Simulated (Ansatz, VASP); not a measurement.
## One calculation of ZrO2, two programs

```
Zr O
1.0
     3.62082    0.00000    0.00000
     0.00000    3.62082    0.00000
     0.00000    0.00000    5.28315
Zr O
2 4
Direct
  0.00000 0.00000 0.00000
  0.50000 0.50000 0.50000
  0.00000 0.50000 0.19281
  0.00000 0.50000 0.69281
  0.50000 0.00000 0.30719
  0.50000 0.00000 0.80719
```

Alike in both runs: task single point; functional PBE; k mesh 6 × 6 × 4; occupations gaussian, width 0.05 eV; non-collinear spin, spin-orbit coupling.

```csv
,VASP,Ansatz
version,VASP 6.6.1,Ansatz 0.2.0
potentials or method,"VASP PAW PBE potentials, release 64 (Zr_sv, O), cutoff 600 eV","plane waves, PAW"
valence electrons in the cell,48,48
```

VASP gave:

- pressure (GPa): 0.1
- traceless stress, the component that is largest in VASP (GPa): -0.11
- rms of the force components (eV/Å): 0.009
- net moment per atom (μB): 0.00

Problem. Estimate Ansatz's values.

Solution. Pressure (GPa): 0.0; traceless stress, the component that is largest in VASP (GPa): -0.03; rms of the force components (eV/Å): 0.001; net moment per atom (μB): 0.00.

Atom by atom the forces differ by 0.009 eV/Å (rms over components).
